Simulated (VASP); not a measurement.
# Pd (P6_3/mmc) in VASP: notebook

Runs on Pd. Level: PBE. Tasks: single point.

Program: VASP 6.6.1. These are calculated values, not measurements. Logs are shortened: lines on timing, memory, paths and dates and some standing lists are left out, and cuts for length are marked.

## (1) The cell of the first run

The structure is hexagonal, space group P6_3/mmc (No. 194). The conventional cell has a = 2.613 Å, b = 2.613 Å, c = 9.179 Å, α = 90.00°, β = 90.00°, γ = 120.00°. Pd (site symmetry -3m) has 12 Pd at 2.61 to 2.75 Å within 3.4 Å. Within 3.4 Å of Pd (site symmetry -6m2) lie 12 Pd at 2.61 to 2.75 Å.

## (2) Single point, PBE (strain -0.0600 x Voigt [1, 1, 0, 0, 0, 0])

INCAR reads:

```
SYSTEM = Pd
PREC = Accurate ; ENCUT = 520
EDIFF = 1E-6 ; ISMEAR = 0
SIGMA = 0.15 ; LREAL = .False.
LASPH = .True. ; NELM = 100
ALGO = Fast ; ISIF = 2
LWAVE = .False. ; LCHARG = .False.
GGA = PE ; NBANDS = 28
```

KPOINTS reads:

```
Automatic mesh
0
Gamma
  18 18 6
  0 0 0
```

POSCAR reads:

```
Pd
1.0
    2.6129289554      0.0000000000      0.0000000000
   -1.3064644777      2.2628628537      0.0000000000
    0.0000000000      0.0000000000      9.1786947690
Pd
4
Direct
    0.0000000000      0.0000000000      0.0000000000
    0.3333333333      0.6666666667      0.2500000000
    0.0000000000      0.0000000000      0.5000000000
    0.6666666667      0.3333333333      0.7500000000
```

Potentials or basis: VASP PAW PBE potentials, release 64 (Pd).

Command:

```
> cat potpaw_PBE.64/Pd/POTCAR > POTCAR
> mpirun -np 1 vasp_std > vasp.out
```

OUTCAR:

```text
SYSTEM = Pd
   PREC = Accurate
   ENCUT = 520
   EDIFF = 1E-6
   ISMEAR = 0
   LREAL = .False.
   LASPH = .True.
   NELM = 100
   ISIF = 2
   GGA = PE

 ion  position               nearest neighbor table
   1  0.000  0.000  0.000-   2 2.75   4 2.75   4 2.75   2 2.75   4 2.75   2 2.75
   2  0.333  0.667  0.250-   1 2.75   3 2.75   1 2.75   3 2.75   1 2.75   3 2.75
   3  0.000  0.000  0.500-   2 2.75   4 2.75   4 2.75   2 2.75   4 2.75   2 2.75
   4  0.667  0.333  0.750-   1 2.75   3 2.75   1 2.75   3 2.75   1 2.75   3 2.75

  LATTYP: Found a hexagonal cell.
 ALAT       =     2.6129289554
 C/A-ratio  =     3.5127992095

  Lattice vectors:

 A1 = (   2.6129289554,   0.0000000000,   0.0000000000)
 A2 = (  -1.3064644777,   2.2628628537,   0.0000000000)
 A3 = (   0.0000000000,   0.0000000000,   9.1786947690)

Analysis of symmetry for initial positions (statically):
=====================================================================
 Subroutine PRICEL returns:
 Original cell was already a primitive cell.

 Routine SETGRP: Setting up the symmetry group for a
 hexagonal supercell.

 Subroutine GETGRP returns: Found 24 space group operations
 (whereof 12 operations were pure point group operations)
 out of a pool of 24 trial point group operations.

The static configuration has the point symmetry D_3d.
 The point group associated with its full space group is D_6h.

Analysis of symmetry for dynamics (positions and initial velocities):
=====================================================================
 Subroutine PRICEL returns:
 Original cell was already a primitive cell.

 Routine SETGRP: Setting up the symmetry group for a
 hexagonal supercell.

 Subroutine GETGRP returns: Found 24 space group operations
 (whereof 12 operations were pure point group operations)
 out of a pool of 24 trial point group operations.

The dynamic configuration has the point symmetry D_3d.
 The point group associated with its full space group is D_6h.

 Subroutine INISYM returns: Found 24 space group operations
 (whereof 12 operations are pure point group operations),
 and found     1 'primitive' translations

----------------------------------------------------------------------------------------

                                     Primitive cell

  volume of cell :      54.2709

  direct lattice vectors                    reciprocal lattice vectors
     2.612928955  0.000000000  0.000000000     0.382712281  0.220959038  0.000000000
    -1.306464478  2.262862854  0.000000000     0.000000000  0.441918077  0.000000000
     0.000000000  0.000000000  9.178694769     0.000000000  0.000000000  0.108947952

  length of vectors
     2.612928955  2.612928955  9.178694769     0.441918077  0.441918077  0.108947952

  position of ions in fractional coordinates (direct lattice)
     0.000000000  0.000000000  0.000000000
     0.333333333  0.666666667  0.250000000
     0.000000000  0.000000000  0.500000000
     0.666666667  0.333333333  0.750000000

  ion indices of the primitive-cell ions
   primitive index   ion index
                 1           1
                 2           2
                 3           3
                 4           4

----------------------------------------------------------------------------------------

 KPOINTS: Automatic mesh

Automatic generation of k-mesh.
 Grid dimensions read from file:
 generate k-points for:   18   18    6

 Generating k-lattice:

  Cartesian coordinates                     Fractional coordinates (reciprocal lattice)
     0.021261793  0.012275502  0.000000000     0.055555556 -0.000000000  0.000000000
     0.000000000  0.024551004  0.000000000     0.000000000  0.055555556  0.000000000
     0.000000000  0.000000000  0.018157992     0.000000000  0.000000000  0.166666667

  Length of vectors
     0.024551004  0.024551004  0.018157992

  Shift w.r.t. Gamma in fractional coordinates (k-lattice)
     0.000000000  0.000000000  0.000000000

 Subroutine IBZKPT returns following result:
 ===========================================

 Found    148 irreducible k-points:

 Following reciprocal coordinates:
            Coordinates               Weight
  0.000000  0.000000  0.000000      1.000000
  0.055556  0.000000  0.000000      6.000000
  0.111111  0.000000  0.000000      6.000000
  0.166667 -0.000000  0.000000      6.000000
  0.222222  0.000000  0.000000      6.000000
  0.277778 -0.000000  0.000000      6.000000
[... 16 lines left out ...]
  0.333333  0.111111  0.000000     12.000000
  0.388889  0.111111  0.000000     12.000000
 [... further k-points ...]
   k-points           NKPTS =    148   k-points in BZ     NKDIM =    148   number of bands    NBANDS=     28
   number of dos      NEDOS =    301   number of ions     NIONS =      4
   total plane-waves  NPLWV =  28000
   dimension x,y,z NGX =    20 NGY =   20 NGZ =   70
   dimension x,y,z NGXF=    40 NGYF=   40 NGZF=  140
   ions per type =               4
   NGX,Y,Z   is equivalent  to a cutoff of  12.72, 12.72, 12.68 a.u.
   NGXF,Y,Z  is equivalent  to a cutoff of  25.45, 25.45, 25.36 a.u.
 SYSTEM =  Pd
   PREC   = accura    normal or accurate (medium, high low for compatibility)
   ISTART =      0    job   : 0-new  1-cont  2-samecut
   ICHARG =      2    charge: 1-file 2-atom 10-const
   ISPIN  =      1    spin polarized calculation?
   LNONCOLLINEAR =      F non collinear calculations
   LSORBIT =      F    spin-orbit coupling
   LASPH  =      T    aspherical Exc in radial PAW
   ENCUT  =  520.0 eV  38.22 Ry    6.18 a.u.   4.86  4.86 17.07*2*pi/ulx,y,z
   NELM   =    100;   NELMIN=  2; NELMDL= -5     # of ELM steps
   EDIFF  = 0.1E-05   stopping-criterion for ELM
   LREAL  =      F    real-space projection
   EDIFFG = 0.1E-04   stopping-criterion for IOM
   NSW    =      0    number of steps for IOM
   IBRION =     -1    ionic relax: 0-MD 1-quasi-New 2-CG
   NFREE  =      0    steps in history (QN), initial steepest desc. (CG)
   ISIF   =      2    stress and relaxation
   ISYM   =      2    0-nonsym 1-usesym 2-fastsym
   POTIM  = 0.5000    time-step for ionic-motion
   TEBEG  =    0.0;   TEEND  =   0.0 temperature during run
   PSTRESS=    0.0 pullay stress
   NELECT =      40.0000    total number of electrons
   NUPDOWN=      -1.0000    fix difference up-down
   EMIN   =  10.00;   EMAX   =-10.00  energy-range for DOS
   EFERMI =   0.00;   METHOD = LEGACY
   ISMEAR =     0;   SIGMA  =   0.15  broadening in eV -4-tet -1-fermi 0-gaus
   EFERMI_NEDOS =   21; number of points for ismear=-14 and -15
   IALGO  =     68    algorithm
   IMIX   =      4    mixing-type and parameters
     AMIX     =   0.40;   BMIX     =  1.00
     AMIX_MAG =   1.60;   BMIX_MAG =  1.00
  volume/ion in A,a.u.               =      13.57        91.56
  Fermi-wavevector in a.u.,A,eV,Ry     =   1.478788  2.794504 29.753409  2.186814
  Thomas-Fermi vector in A             =   2.593026
   LORBIT       =      0    0 simple, 1 ext, 2 COOP (PROOUT), +10 PAW based schemes
   GGA     = PE    functional components
   LHFCALC =     F    Hartree Fock is set to
   AEXX    =    0.0000 exact exchange contribution
   IVDW    =     0    specifies the selected vdW correction
   LEPSILON=     F    determine dielectric tensor
   LRPA    =     F    only Hartree local field effects (RPA)
 non-spin polarized calculation
 RMM-DIIS sequential band-by-band and
 Gauss-broadening in eV      SIGMA  =   0.15
  energy-cutoff  :      520.00
  volume of cell :       54.27
 maximum number of plane-waves:      1500
 NGX is ok and might be reduce to    20
   NGX =  9   NGY =  9   NGZ = 35

 number of electron      40.0000006 magnetization

 Free energy of the ion-electron system (eV)
  ---------------------------------------------------
  ext. energy  EPLUGINS =         0.00000000
  ---------------------------------------------------
  free energy    TOTEN  =       -20.19392393 eV

  energy without entropy =      -20.11611403  energy(sigma->0) =      -20.15501898

 E-fermi :  11.2924     XC(G=0): -13.7080

 val. band max:       11.2910802086   @ k =   0.3333   0.2222   0.0000
 cond. band min:      11.2985939810   @ k =   0.3889   0.1111   0.1667
 fundamental gap:      0.0075137724
 Fermi energy:        11.2923993962

 k-point     1 :       0.0000    0.0000    0.0000
  band No.  band energies     occupation
      1       3.4619      2.00000
      2       4.9997      2.00000
      3       5.0055      2.00000
      4       5.2179      2.00000
      5       7.5318      2.00000
      6       7.7546      2.00000
[... 20 lines left out ...]
     27      24.9982      0.00000
     28      28.3394      0.00000

 k-point     2 :       0.0556    0.0000    0.0000
  band No.  band energies     occupation
      1       3.5770      2.00000
      2       5.1094      2.00000
      3       5.1159      2.00000
      4       5.3111      2.00000
      5       7.5634      2.00000
      6       7.6382      2.00000
[... 20 lines left out ...]
     27      25.0802      0.00000
     28      28.5015      0.00000

 k-point     3 :       0.1111    0.0000    0.0000
  band No.  band energies     occupation
      1       3.9101      2.00000
      2       5.4116      2.00000
      3       5.4225      2.00000
      4       5.5705      2.00000
      5       7.3749      2.00000
      6       7.5219      2.00000
[... 20 lines left out ...]
     27      25.3136      0.00000
     28      29.0517      0.00000

 k-point     4 :       0.1667   -0.0000    0.0000
  band No.  band energies     occupation
      1       4.4185      2.00000
      2       5.7685      2.00000
      3       5.8183      2.00000
      4       5.9454      2.00000
      5       7.0826      2.00000
      6       7.2760      2.00000
[... 578 lines left out ...]
     27      24.4179      0.00000
     28      24.6375      0.00000

 k-point    23 :       0.3333    0.1111    0.0000
  band No.  band energies     occupation
      1       5.6103      2.00000
      2       5.6236      2.00000
      3       5.7662      2.00000
      4       6.2282      2.00000
      5       6.4262      2.00000
      6       6.7801      2.00000
[... 20 lines left out ...]
     27      22.8043      0.00000
     28      23.0766      0.00000

 k-point    24 :       0.3889    0.1111    0.0000
  band No.  band energies     occupation
      1       5.4488      2.00000
      2       5.5058      2.00000
      3       5.6406      2.00000
      4       6.0878      2.00000
      5       6.2832      2.00000
      6       6.7871      2.00000
[... 20 lines left out ...]
     27      22.0895      0.00000
     28      22.4579      0.00000

 [... further k-points ...]

------------------------ aborting loop because EDIFF is reached ----------------------------------------

  FORCE on cell =-STRESS in cart. coord.  units (eV):
  Direction    XX          YY          ZZ          XY          YZ          ZX
  --------------------------------------------------------------------------------------
  -------------------------------------------------------------------------------------
  Total       12.0116776     12.0116776      6.3138929     -0.0000000     -0.0000000     -0.0000000
  in kB      354.6071493    354.6071493    186.3979070     -0.0000000     -0.0000000     -0.0000000
  external PRESSURE =     298.5374019 kB  Pullay stress =       0.0000000 kB

 VOLUME and BASIS-vectors are now :
 -----------------------------------------------------------------------------
  energy-cutoff  :      520.00
  volume of cell :       54.27
      direct lattice vectors                 reciprocal lattice vectors
     2.612928955  0.000000000  0.000000000     0.382712281  0.220959038  0.000000000
    -1.306464478  2.262862854  0.000000000     0.000000000  0.441918077  0.000000000
     0.000000000  0.000000000  9.178694769     0.000000000  0.000000000  0.108947952

 POSITION                                       TOTAL-FORCE (eV/Angst)
 -----------------------------------------------------------------------------------
      0.00000      0.00000      0.00000         0.000000      0.000000     -0.000000
     -0.00000      1.50858      2.29467         0.000000     -0.000000      0.000000
      0.00000      0.00000      4.58935         0.000000      0.000000     -0.000000
      1.30646      0.75429      6.88402        -0.000000      0.000000      0.000000
 -----------------------------------------------------------------------------------
    total drift:                                0.000000     -0.000000      0.000000

  FREE ENERGIE OF THE ION-ELECTRON SYSTEM (eV)
  ---------------------------------------------------
  free  energy   TOTEN  =       -20.1939239344 eV

  energy  without entropy=      -20.1161140324  energy(sigma->0) =      -20.15501898
```

Wall time 2.2 min (1 thread of Intel Xeon 6975P-C (Granite Rapids), shared host); peak memory 0.28 GiB.

Results:

| Property | Result |
| --- | --- |
| Free energy | -20.1939 eV |
| Pressure | 29.9 GPa |
| Band gap on the k mesh | zero (band 20 reaches 11.67 eV, above the bottom of band 21 at 10.50 eV) |

Stress tensor (GPa, compression positive):
```
35.46  0.00  0.00
 0.00 35.46  0.00
 0.00  0.00 18.64
```

Caveat: the cell differs from its parent crystal (strain -0.0600 x Voigt [1, 1, 0, 0, 0, 0]).

## (3) Single point, PBE (strain -0.0300 x Voigt [1, 1, 0, 0, 0, 0])

INCAR reads:

```
SYSTEM = Pd
PREC     = Accurate       ! precision mode
ENCUT    = 520            ! plane-wave cutoff, eV
EDIFF    = 1E-6           ! SCF threshold, eV
ISMEAR   = 0              ! smearing method
SIGMA    = 0.15           ! smearing width, eV
LREAL    = .FALSE.        ! projectors in reciprocal space
LASPH    = .TRUE.         ! aspherical terms in the spheres
NELM     = 100            ! most SCF steps
ALGO     = Fast           ! electronic algorithm
ISIF     = 2              ! what is computed and relaxed
LWAVE    = .FALSE.        ! write WAVECAR
LCHARG   = .TRUE.         ! write CHGCAR
GGA      = PE             ! functional
LELF     = .TRUE.         ! ELF
LVHAR    = .TRUE.       
NBANDS   = 28             ! bands
```

KPOINTS reads:

```
Automatic mesh
0
G
  18 18 6
  0 0 0
```

Changes to POSCAR since step 2:

```diff
@@ -2,4 +2,4 @@
 1.0
-    2.6129289554      0.0000000000      0.0000000000
-   -1.3064644777      2.2628628537      0.0000000000
+    2.6963203051      0.0000000000      0.0000000000
+   -1.3481601526      2.3350818809      0.0000000000
     0.0000000000      0.0000000000      9.1786947690
```

Potentials or basis: VASP PAW PBE potentials, release 64 (Pd).

Command:

```
> cat potpaw_PBE.64/Pd/POTCAR > POTCAR
> mpirun -np 1 vasp_std > vasp.out
```

OUTCAR:

```text
SYSTEM = Pd
   PREC = Accurate
   ENCUT = 520
   EDIFF = 1E-6
   ISMEAR = 0
   LREAL = .FALSE.
   LASPH = .TRUE.
   NELM = 100
   ISIF = 2
   GGA = PE

 ion  position               nearest neighbor table
   1  0.000  0.000  0.000-   2 2.77   4 2.77   2 2.77   4 2.77   4 2.77   2 2.77
   2  0.333  0.667  0.250-   1 2.77   3 2.77   1 2.77   3 2.77   1 2.77   3 2.77
   3  0.000  0.000  0.500-   2 2.77   4 2.77   2 2.77   4 2.77   4 2.77   2 2.77
   4  0.667  0.333  0.750-   1 2.77   3 2.77   1 2.77   3 2.77   1 2.77   3 2.77

  LATTYP: Found a hexagonal cell.
 ALAT       =     2.6963203051
[... 940 lines left out ...]

 [... further k-points ...]
[... 5 lines left out ...]
  --------------------------------------------------------------------------------------
  -------------------------------------------------------------------------------------
  Total        5.0680964      5.0680964      2.8810650     -0.0000000     -0.0000000      0.0000000
  in kB      140.5079584    140.5079583     79.8746774     -0.0000000     -0.0000000      0.0000000
  external PRESSURE =     120.2968647 kB  Pullay stress =       0.0000000 kB

 VOLUME and BASIS-vectors are now :
 -----------------------------------------------------------------------------
  energy-cutoff  :      520.00
  volume of cell :       57.79
      direct lattice vectors                 reciprocal lattice vectors
     2.696320305  0.000000000  0.000000000     0.370875818  0.214125254  0.000000000
    -1.348160153  2.335081881  0.000000000     0.000000000  0.428250507  0.000000000
     0.000000000  0.000000000  9.178694769     0.000000000  0.000000000  0.108947952

 POSITION                                       TOTAL-FORCE (eV/Angst)
 -----------------------------------------------------------------------------------
      0.00000      0.00000      0.00000        -0.000000      0.000000      0.000000
     -0.00000      1.55672      2.29467         0.000000     -0.000000     -0.000000
      0.00000      0.00000      4.58935        -0.000000      0.000000      0.000000
      1.34816      0.77836      6.88402        -0.000000      0.000000     -0.000000
 -----------------------------------------------------------------------------------
    total drift:                                0.000000     -0.000000      0.000000

  FREE ENERGIE OF THE ION-ELECTRON SYSTEM (eV)
  ---------------------------------------------------
  free  energy   TOTEN  =       -20.7224702645 eV

  energy  without entropy=      -20.6276349528  energy(sigma->0) =      -20.67505261
```

stdout:

```text
POSCAR found type information on POSCAR Pd
 POSCAR found :  1 types and       4 ions
 scaLAPACK will be used
 LDA part: xc-table for (Slater+PW92), standard interpolation
 POSCAR, INCAR and KPOINTS ok, starting setup
 FFT: planning ... GRIDC
 FFT: planning ... GRID_SOFT
 FFT: planning ... GRID
 WAVECAR not read
 entering main loop
```

It took 2.6 min on 1 thread of Intel Xeon 6975P-C (Granite Rapids), shared host; peak memory 0.29 GiB.

Results:

```
Free energy            : -20.7225 eV
Pressure               : 12.0 GPa
Band gap on the k mesh : zero (band 20 reaches 10.42 eV, above the bottom of band 21 at 9.40 eV)
```

Levels at points of the mesh, in eV from the Fermi level:
| k point | band 17 | band 18 | band 19 | band 20 | band 21 | band 22 | band 23 | band 24 |
| --- | --- | --- | --- | --- | --- | --- | --- | --- |
| (0.00, 0.00, 0.00) | -1.47 | -1.00 | -1.00 | -0.72 | -0.72 | -0.16 | -0.16 | 0.59 |
| (0.50, 0.00, 0.00) | 0.16 | 0.19 | 0.21 | 0.26 | 1.49 | 2.43 | 3.86 | 4.35 |
| (0.00, 0.00, 0.50) | -1.27 | -1.27 | -1.19 | -1.19 | -0.39 | -0.39 | -0.39 | -0.39 |
| (0.50, 0.00, 0.50) | 0.11 | 0.11 | 0.24 | 0.24 | 2.55 | 2.55 | 3.96 | 3.96 |

Caveat: the cell differs from its parent crystal (strain -0.0300 x Voigt [1, 1, 0, 0, 0, 0]).

## (4) Single point, PBE (strain +0.0150 x Voigt [1, 1, 0, 0, 0, 0])

INCAR reads:

```
PREC = Accurate
ENCUT = 520
EDIFF = 1E-7
ISMEAR = 0
SIGMA = 0.15
LREAL = False
LASPH = True
NELM = 80
ALGO = Fast
ISIF = 2
LWAVE = False
LCHARG = False
GGA = PE
NBANDS = 28
```

KPOINTS reads:

```
regular mesh
0
Gamma
  18 18 6
```

Changes to POSCAR since step 3:

```diff
@@ -2,4 +2,4 @@
 1.0
-    2.6963203051      0.0000000000      0.0000000000
-   -1.3481601526      2.3350818809      0.0000000000
+    2.8214073295      0.0000000000      0.0000000000
+   -1.4107036648      2.4434104218      0.0000000000
     0.0000000000      0.0000000000      9.1786947690
```

Command:

```
> cat potpaw_PBE.64/Pd/POTCAR > POTCAR
> mpirun -np 1 vasp_std > vasp.out
```

It took 3.2 min on 1 thread of Intel Xeon 6975P-C (Granite Rapids), shared host; peak memory 0.32 GiB.

Results (log left out):

```yaml
Free_energy: -20.8393 eV
Pressure: -4.7 GPa
Band_gap_on_the_k_mesh: zero (band 20 reaches 8.84 eV, above the bottom of band 21 at 8.00 eV)
```

Stress tensor (GPa, compression positive):
```
-5.22  0.00  0.00
 0.00 -5.22  0.00
 0.00  0.00 -3.69
```

Levels at points of the mesh, in eV from the Fermi level:
| k point | band 16 | band 17 | band 18 | band 19 | band 20 | band 21 | band 22 | band 23 | band 24 | band 25 |
| --- | --- | --- | --- | --- | --- | --- | --- | --- | --- | --- |
| (0.00, 0.00, 0.00) | -1.40 | -1.40 | -0.99 | -0.99 | -0.64 | -0.64 | -0.11 | -0.11 | 1.19 | 6.82 |
| (0.50, 0.00, 0.00) | 0.01 | 0.02 | 0.14 | 0.15 | 0.18 | 1.52 | 2.45 | 3.53 | 3.98 | 7.37 |
| (0.00, 0.00, 0.50) | -1.19 | -1.19 | -1.19 | -0.67 | -0.67 | -0.34 | -0.34 | -0.34 | -0.34 | 9.50 |
| (0.50, 0.00, 0.50) | -0.46 | -0.03 | -0.03 | 0.12 | 0.12 | 2.40 | 2.40 | 3.71 | 3.71 | 7.61 |

Caveat: the cell differs from its parent crystal (strain +0.0150 x Voigt [1, 1, 0, 0, 0, 0]).

(Continued in part 2 of 2.)
